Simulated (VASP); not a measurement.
# Pt (Im-3m) in VASP: notebook

Runs on Pt. Level: PBEsol. Tasks: single point, relaxation of volume and atoms at fixed shape.

Everything below comes from runs of VASP 6.6.1. Logs are shortened: lines on timing, memory, paths and dates and some standing lists are left out, and cuts for length are marked.

**1. The cell of the first run**

The structure is cubic, space group Im-3m (No. 229). The conventional cell has a = 3.122 Å, b = 3.122 Å, c = 3.122 Å, α = 90.00°, β = 90.00°, γ = 90.00°. Within 3.6 Å of Pt (site symmetry m-3m) lie 14 Pt at 2.70 to 3.12 Å.

**2. Single point, PBEsol**

INCAR reads:

```
SYSTEM = Pt
PREC     = Accurate       ! precision mode
ENCUT    = 520            ! plane-wave cutoff, eV
EDIFF    = 1E-7           ! SCF threshold, eV
ISMEAR   = 1              ! smearing method
SIGMA    = 0.1            ! smearing width, eV
LREAL    = .FALSE.        ! projectors in reciprocal space
LASPH    = .TRUE.         ! aspherical terms in the spheres
NELM     = 80             ! most SCF steps
ALGO     = Normal         ! electronic algorithm
ISIF     = 2              ! what is computed and relaxed
LWAVE    = .FALSE.        ! write WAVECAR
LCHARG   = .FALSE.        ! write CHGCAR
GGA      = PS             ! functional
NBANDS   = 11             ! bands
```

KPOINTS reads:

```
Automatic mesh
0
G
  11 11 11
  0 0 0
```

POSCAR reads:

```
Pt
1.0
   -1.5608541274      1.5608541274      1.5608541274
    1.5608541274     -1.5608541274      1.5608541274
    1.5608541274      1.5608541274     -1.5608541274
Pt
1
Direct
    0.0000000000      0.0000000000      0.0000000000
```

Potentials or basis: VASP PAW PBE potentials, release 64 (Pt).

Command:

```console
$ cat potpaw_PBE.64/Pt/POTCAR > POTCAR
$ mpirun -np 1 vasp_std > vasp.out
```

OUTCAR:

```text
SYSTEM = Pt
   PREC = Accurate
   ENCUT = 520
   EDIFF = 1E-7
   ISMEAR = 1
   LREAL = .FALSE.
   LASPH = .TRUE.
   NELM = 80
   ISIF = 2
   GGA = PS

 ion  position               nearest neighbor table
   1  0.000  0.000  0.000-

  LATTYP: Found a body centered cubic cell.
 ALAT       =     3.1217082548

  Lattice vectors:

 A1 = (  -1.5608541274,   1.5608541274,   1.5608541274)
 A2 = (   1.5608541274,  -1.5608541274,   1.5608541274)
 A3 = (   1.5608541274,   1.5608541274,  -1.5608541274)

Analysis of symmetry for initial positions (statically):
=====================================================================
 Subroutine PRICEL returns:
 Original cell was already a primitive cell.

 Routine SETGRP: Setting up the symmetry group for a
 body centered cubic supercell.

 Subroutine GETGRP returns: Found 48 space group operations
 (whereof 48 operations were pure point group operations)
 out of a pool of 48 trial point group operations.

The static configuration has the point symmetry O_h .

Analysis of symmetry for dynamics (positions and initial velocities):
=====================================================================
 Subroutine PRICEL returns:
 Original cell was already a primitive cell.

 Routine SETGRP: Setting up the symmetry group for a
 body centered cubic supercell.

 Subroutine GETGRP returns: Found 48 space group operations
 (whereof 48 operations were pure point group operations)
 out of a pool of 48 trial point group operations.

The dynamic configuration has the point symmetry O_h .

 Subroutine INISYM returns: Found 48 space group operations
 (whereof 48 operations are pure point group operations),
 and found     1 'primitive' translations

----------------------------------------------------------------------------------------

                                     Primitive cell

  volume of cell :      15.2106

  direct lattice vectors                    reciprocal lattice vectors
    -1.560854127  1.560854127  1.560854127     0.000000000  0.320337430  0.320337430
     1.560854127 -1.560854127  1.560854127     0.320337430  0.000000000  0.320337430
     1.560854127  1.560854127 -1.560854127     0.320337430  0.320337430  0.000000000

  length of vectors
     2.703478652  2.703478652  2.703478652     0.453025538  0.453025538  0.453025538

  position of ions in fractional coordinates (direct lattice)
     0.000000000  0.000000000  0.000000000

  ion indices of the primitive-cell ions
   primitive index   ion index
                 1           1

----------------------------------------------------------------------------------------

 KPOINTS: Automatic mesh

Automatic generation of k-mesh.
 Grid dimensions read from file:
 generate k-points for:   11   11   11

 Generating k-lattice:

  Cartesian coordinates                     Fractional coordinates (reciprocal lattice)
     0.000000000  0.029121585  0.029121585     0.090909091  0.000000000  0.000000000
     0.029121585  0.000000000  0.029121585     0.000000000  0.090909091  0.000000000
     0.029121585  0.029121585  0.000000000     0.000000000  0.000000000  0.090909091

  Length of vectors
     0.041184140  0.041184140  0.041184140

  Shift w.r.t. Gamma in fractional coordinates (k-lattice)
     0.000000000  0.000000000  0.000000000

 Subroutine IBZKPT returns following result:
 ===========================================

 Found     56 irreducible k-points:

 Following reciprocal coordinates:
            Coordinates               Weight
  0.000000  0.000000  0.000000      1.000000
  0.090909  0.000000  0.000000     12.000000
  0.181818  0.000000  0.000000     12.000000
  0.272727  0.000000  0.000000     12.000000
  0.363636  0.000000  0.000000     12.000000
  0.454545  0.000000  0.000000     12.000000
[... 16 lines left out ...]
  0.272727  0.181818  0.090909     48.000000
  0.363636  0.181818  0.090909     24.000000
 [... further k-points ...]
   k-points           NKPTS =     56   k-points in BZ     NKDIM =     56   number of bands    NBANDS=     11
   number of dos      NEDOS =    301   number of ions     NIONS =      1
   total plane-waves  NPLWV =   8000
   dimension x,y,z NGX =    20 NGY =   20 NGZ =   20
   dimension x,y,z NGXF=    40 NGYF=   40 NGZF=   40
   ions per type =               1
   NGX,Y,Z   is equivalent  to a cutoff of  12.30, 12.30, 12.30 a.u.
   NGXF,Y,Z  is equivalent  to a cutoff of  24.60, 24.60, 24.60 a.u.
 SYSTEM =  Pt
   PREC   = accura    normal or accurate (medium, high low for compatibility)
   ISTART =      0    job   : 0-new  1-cont  2-samecut
   ICHARG =      2    charge: 1-file 2-atom 10-const
   ISPIN  =      1    spin polarized calculation?
   LNONCOLLINEAR =      F non collinear calculations
   LSORBIT =      F    spin-orbit coupling
   LASPH  =      T    aspherical Exc in radial PAW
   ENCUT  =  520.0 eV  38.22 Ry    6.18 a.u.   5.03  5.03  5.03*2*pi/ulx,y,z
   NELM   =     80;   NELMIN=  2; NELMDL= -5     # of ELM steps
   EDIFF  = 0.1E-06   stopping-criterion for ELM
   LREAL  =      F    real-space projection
   EDIFFG = 0.1E-05   stopping-criterion for IOM
   NSW    =      0    number of steps for IOM
   IBRION =     -1    ionic relax: 0-MD 1-quasi-New 2-CG
   NFREE  =      0    steps in history (QN), initial steepest desc. (CG)
   ISIF   =      2    stress and relaxation
   ISYM   =      2    0-nonsym 1-usesym 2-fastsym
   POTIM  = 0.5000    time-step for ionic-motion
   TEBEG  =    0.0;   TEEND  =   0.0 temperature during run
   PSTRESS=    0.0 pullay stress
   NELECT =      10.0000    total number of electrons
   NUPDOWN=      -1.0000    fix difference up-down
   EMIN   =  10.00;   EMAX   =-10.00  energy-range for DOS
   EFERMI =   0.00;   METHOD = LEGACY
   ISMEAR =     1;   SIGMA  =   0.10  broadening in eV -4-tet -1-fermi 0-gaus
   EFERMI_NEDOS =   21; number of points for ismear=-14 and -15
   IALGO  =     38    algorithm
   IMIX   =      4    mixing-type and parameters
     AMIX     =   0.40;   BMIX     =  1.00
     AMIX_MAG =   1.60;   BMIX_MAG =  1.00
  volume/ion in A,a.u.               =      15.21       102.65
  Fermi-wavevector in a.u.,A,eV,Ry     =   1.423506  2.690036 27.570413  2.026368
  Thomas-Fermi vector in A             =   2.544096
   LORBIT       =      0    0 simple, 1 ext, 2 COOP (PROOUT), +10 PAW based schemes
   GGA     = PS    functional components
   LHFCALC =     F    Hartree Fock is set to
   AEXX    =    0.0000 exact exchange contribution
   IVDW    =     0    specifies the selected vdW correction
   LEPSILON=     F    determine dielectric tensor
   LRPA    =     F    only Hartree local field effects (RPA)
 non-spin polarized calculation
 Methfessel and Paxton  Order N= 1 SIGMA  =   0.10
  energy-cutoff  :      520.00
  volume of cell :       15.21
 maximum number of plane-waves:       420
   NGX =  9   NGY =  9   NGZ =  9

 number of electron      10.0000000 magnetization

 number of electron       9.9999997 magnetization

 Free energy of the ion-electron system (eV)
  ---------------------------------------------------
  ext. energy  EPLUGINS =         0.00000000
  ---------------------------------------------------
  free energy    TOTEN  =        -6.82459433 eV

  energy without entropy =       -6.82367093  energy(sigma->0) =       -6.82428653

 E-fermi :  10.6351     XC(G=0): -13.5725

 val. band max:       10.6325012308   @ k =  -0.3636   0.3636   0.0909
 cond. band min:      10.6808004322   @ k =  -0.3636   0.4545   0.0909
 fundamental gap:      0.0482992014
 Fermi energy:        10.6350504094

 k-point     1 :       0.0000    0.0000    0.0000
  band No.  band energies     occupation
      1       0.7450      2.00000
      2       7.0046      2.00000
      3       7.0046      2.00000
      4       7.0046      2.00000
      5       9.6585      2.00000
      6       9.6585      2.00000
      7      27.7817      0.00000
      8      27.7817      0.00000
      9      27.7817      0.00000
     10      38.2698      0.00000
     11      38.2698      0.00000

 k-point     2 :       0.0909    0.0000    0.0000
  band No.  band energies     occupation
      1       1.0911      2.00000
      2       6.8659      2.00000
      3       7.0003      2.00000
      4       7.2879      2.00000
      5       9.4857      2.00000
      6       9.6684      2.00000
      7      27.9314      0.00000
      8      28.0641      0.00000
      9      28.2995      0.00000
     10      35.2793      0.00000
     11      35.8621      0.00000

 k-point     3 :       0.1818    0.0000    0.0000
  band No.  band energies     occupation
      1       2.0376      2.00000
      2       6.5125      2.00000
      3       6.9609      2.00000
      4       8.1031      2.00000
      5       9.2231      2.00000
      6       9.7093      2.00000
      7      27.6261      0.00000
      8      27.7502      0.00000
      9      29.7586      0.00000
     10      33.5786      0.00000
     11      33.6738      0.00000

 k-point     4 :       0.2727    0.0000    0.0000
  band No.  band energies     occupation
      1       3.1758      2.00000
      2       6.0843      2.00000
      3       7.1443      2.00000
      4       9.2284      2.00000
      5       9.3288      2.00000
      6       9.7960      2.00000
      7      24.6131      0.00000
      8      26.4223      0.00000
      9      31.8985      0.00000
     10      32.0201      0.00000
     11      33.9304      0.00000
[... 239 lines left out ...]
 k-point    22 :       0.1818    0.1818    0.0909
  band No.  band energies     occupation
      1       4.8035      2.00000
      2       5.9209      2.00000
      3       6.0665      2.00000
      4       9.5734      2.00000
      5       9.9020      2.00000
      6      12.4611     -0.00000
      7      21.6856      0.00000
      8      24.2858      0.00000
      9      25.4334      0.00000
     10      32.0016      0.00000
     11      37.7044      0.00000

 k-point    23 :       0.2727    0.1818    0.0909
  band No.  band energies     occupation
      1       4.9766      2.00000
      2       5.7341      2.00000
      3       7.0363      2.00000
      4       9.7103      2.00000
      5      10.0262      2.00000
      6      14.4343      0.00000
      7      18.5843      0.00000
      8      22.7275      0.00000
      9      24.6793      0.00000
     10      33.6747      0.00000
     11      36.6966      0.00000

 k-point    24 :       0.3636    0.1818    0.0909
  band No.  band energies     occupation
      1       4.9243      2.00000
      2       5.6674      2.00000
      3       7.6799      2.00000
      4       9.7782      2.00000
      5      10.0792      2.00000
      6      16.2023      0.00000
      7      16.3793      0.00000
      8      22.0510      0.00000
      9      24.3991      0.00000
     10      34.7271      0.00000
     11      35.9601      0.00000

 [... further k-points ...]
[... 5 lines left out ...]
  --------------------------------------------------------------------------------------
  -------------------------------------------------------------------------------------
  Total       -0.0350887     -0.0350887     -0.0350887      0.0000000     -0.0000000      0.0000000
  in kB       -3.6959957     -3.6959957     -3.6959957      0.0000000     -0.0000000      0.0000000
  external PRESSURE =      -3.6959957 kB  Pullay stress =       0.0000000 kB

 VOLUME and BASIS-vectors are now :
 -----------------------------------------------------------------------------
  energy-cutoff  :      520.00
  volume of cell :       15.21
      direct lattice vectors                 reciprocal lattice vectors
    -1.560854127  1.560854127  1.560854127     0.000000000  0.320337430  0.320337430
     1.560854127 -1.560854127  1.560854127     0.320337430  0.000000000  0.320337430
     1.560854127  1.560854127 -1.560854127     0.320337430  0.320337430  0.000000000

 POSITION                                       TOTAL-FORCE (eV/Angst)
 -----------------------------------------------------------------------------------
      0.00000      0.00000      0.00000        -0.000000      0.000000     -0.000000
 -----------------------------------------------------------------------------------
    total drift:                                0.000000      0.000000      0.000000

  FREE ENERGIE OF THE ION-ELECTRON SYSTEM (eV)
  ---------------------------------------------------
  free  energy   TOTEN  =        -6.8245943285 eV

  energy  without entropy=       -6.8236709293  energy(sigma->0) =       -6.82428653
```

It took 5.9 s on 1 thread of Intel Xeon 6975P-C, shared host; peak memory 0.13 GiB.

What came out:

```yaml
Free_energy: -6.8246 eV
Pressure: -0.4 GPa
Band_gap_on_the_k_mesh: zero (band 5 reaches 11.64 eV, above the bottom of band 6 at 9.50 eV)
```

Caveat: the PAW data sets were made with another functional, which shifts forces and pressure a little; spin-orbit coupling is left out, which moves the levels of the heavy elements.

**3. Relaxation of volume and atoms at fixed shape, PBEsol**

This run uses another cell than the first one, of 15.90 Å³/atom, 1.046 times its volume.

INCAR reads:

```
PREC     = Accurate       # precision mode
ENCUT    = 600            # plane-wave cutoff, eV
EDIFF    = 1E-6           # SCF threshold, eV
ISMEAR   = 1              # smearing method
SIGMA    = 0.1            # smearing width, eV
LREAL    = F              # projectors in reciprocal space
LASPH    = T              # aspherical terms in the spheres
NELM     = 100            # most SCF steps
ALGO     = Normal         # electronic algorithm
ISIF     = 8              # what is computed and relaxed
LWAVE    = F              # write WAVECAR
LCHARG   = F              # write CHGCAR
GGA      = PS             # functional
IBRION   = 2              # ionic algorithm
NSW      = 80             # ionic steps
EDIFFG   = -0.02          # ionic threshold
```

KPOINTS reads:

```
Automatic mesh
0
Gamma
  11 11 11
```

POSCAR reads:

```
Pt
1.0
   -1.5842200000      1.5842200000      1.5842200000
    1.5842200000     -1.5842200000      1.5842200000
    1.5842200000      1.5842200000     -1.5842200000
Pt
1
Direct
    0.0000000000      0.0000000000      0.0000000000
```

Potentials or basis: VASP PAW PBE potentials, release 64 (Pt).

Command:

```console
$ cat potpaw_PBE.64/Pt/POTCAR > POTCAR
$ mpirun -np 1 vasp_std > vasp.out
```

OUTCAR:

```text
PREC = Accurate
   ENCUT = 600
   EDIFF = 1E-6
   ISMEAR = 1
   LREAL = F
   LASPH = T
   NELM = 100
   ISIF = 8
   GGA = PS
   IBRION = 2
   NSW = 80
   EDIFFG = -0.02

 ion  position               nearest neighbor table
   1  0.000  0.000  0.000-

  LATTYP: Found a body centered cubic cell.
 ALAT       =     3.1684400000

  Lattice vectors:

 A1 = (  -1.5842200000,   1.5842200000,   1.5842200000)
 A2 = (   1.5842200000,  -1.5842200000,   1.5842200000)
 A3 = (   1.5842200000,   1.5842200000,  -1.5842200000)

Analysis of symmetry for initial positions (statically):
=====================================================================
 Subroutine PRICEL returns:
 Original cell was already a primitive cell.

 Routine SETGRP: Setting up the symmetry group for a
 body centered cubic supercell.

 Subroutine GETGRP returns: Found 48 space group operations
 (whereof 48 operations were pure point group operations)
 out of a pool of 48 trial point group operations.

The static configuration has the point symmetry O_h .

Analysis of symmetry for dynamics (positions and initial velocities):
=====================================================================
 Subroutine PRICEL returns:
 Original cell was already a primitive cell.

 Routine SETGRP: Setting up the symmetry group for a
 body centered cubic supercell.

 Subroutine GETGRP returns: Found 48 space group operations
[... 142 lines left out ...]

 number of electron      10.0000000 magnetization

 number of electron       9.9999999 magnetization

 Free energy of the ion-electron system (eV)
  ---------------------------------------------------
  ext. energy  EPLUGINS =         0.00000000
  ---------------------------------------------------
  free energy    TOTEN  =        -6.79866608 eV

  energy without entropy =       -6.79719824  energy(sigma->0) =       -6.79817680

 E-fermi :   9.8343     XC(G=0): -13.3104

 val. band max:        9.8234595014   @ k =  -0.3636   0.3636   0.0909
 cond. band min:       9.8390242703   @ k =   0.4545   0.0909  -0.0000
 fundamental gap:      0.0155647689
 Fermi energy:         9.8343229003

 k-point     1 :       0.0000    0.0000    0.0000
  band No.  band energies     occupation
      1       0.4059      2.00000
      2       6.4429      2.00000
      3       6.4429      2.00000
      4       6.4429      2.00000
      5       8.9281      2.00000
      6       8.9281      2.00000
      7      26.9890      0.00000
      8      26.9890      0.00000
      9      26.9890      0.00000
[... 380 lines left out ...]
--------------------------------------- Ionic step        4  -------------------------------------------

 number of electron      10.0000001 magnetization

 Free energy of the ion-electron system (eV)
  ---------------------------------------------------
  ext. energy  EPLUGINS =         0.00000000
  ---------------------------------------------------
  free energy    TOTEN  =        -6.82470960 eV

  energy without entropy =       -6.82379198  energy(sigma->0) =       -6.82440373

 E-fermi :  10.6455     XC(G=0): -13.5757

 val. band max:       10.6430021533   @ k =  -0.3636   0.3636   0.0909
 cond. band min:      10.6913524576   @ k =  -0.3636   0.4545   0.0909
 fundamental gap:      0.0483503044
 Fermi energy:        10.6454855535

 k-point     1 :       0.0000    0.0000    0.0000
  band No.  band energies     occupation
      1       0.7496      2.00000
      2       7.0116      2.00000
      3       7.0116      2.00000
      4       7.0116      2.00000
      5       9.6680      2.00000
      6       9.6680      2.00000
      7      27.7919      0.00000
      8      27.7919      0.00000
      9      27.7919      0.00000
[... 304 lines left out ...]
  FREE ENERGIE OF THE ION-ELECTRON SYSTEM (eV)
  ---------------------------------------------------
  free  energy   TOTEN  =        -6.8247096003 eV

  energy  without entropy=       -6.8237919824  energy(sigma->0) =       -6.82440373

 reached required accuracy - stopping structural energy minimisation
```

It took 18 s on 1 thread of Intel Xeon 6975P-C, shared host; peak memory 0.17 GiB.

Results:

| Property | Result |
| --- | --- |
| Free energy | -6.8247 eV |
| Relaxed volume | 15.20 Å³/atom |
| Relaxed cell | a = 2.703 Å, b = 2.703 Å, c = 2.703 Å, α = 109.47°, β = 109.47°, γ = 109.47° |
| Space group after relaxing (to 0.05 Å) | Im-3m (No. 229) |
| Energy gained by relaxing | 26.0 meV/atom |
| Ionic steps | 4 |
| Pressure after relaxing | -0.1 GPa |
| Band gap on the k mesh | zero (band 5 reaches 11.65 eV, above the bottom of band 6 at 9.51 eV) |

The path:
| step | energy change (eV) | largest force (eV/Å) | pressure (GPa) | volume (Å³) |
| --- | --- | --- | --- | --- |
| 1 | 0.0000 | 0.0000 | -11.20 | 15.90 |
| 2 | 0.1915 | 0.0000 | 46.03 | 13.48 |
| 3 | -0.0260 | 0.0000 | -0.59 | 15.23 |
| 4 | -0.0260 | 0.0000 | -0.09 | 15.20 |

Final structure:
```cif
data_structure
_symmetry_space_group_name_H-M 'P 1'
_symmetry_Int_Tables_number 1
_cell_length_a 2.7030
_cell_length_b 2.7030
_cell_length_c 2.7030
_cell_angle_alpha 109.471
_cell_angle_beta 109.471
_cell_angle_gamma 109.471
_cell_volume 15.20
loop_
_atom_site_label
_atom_site_type_symbol
_atom_site_fract_x
_atom_site_fract_y
_atom_site_fract_z
_atom_site_occupancy
Pt1 Pt 0.00000 0.00000 0.00000 1
```

Caveat: the PAW data sets were made with another functional, which shifts forces and pressure a little; spin-orbit coupling is left out, which moves the levels of the heavy elements.
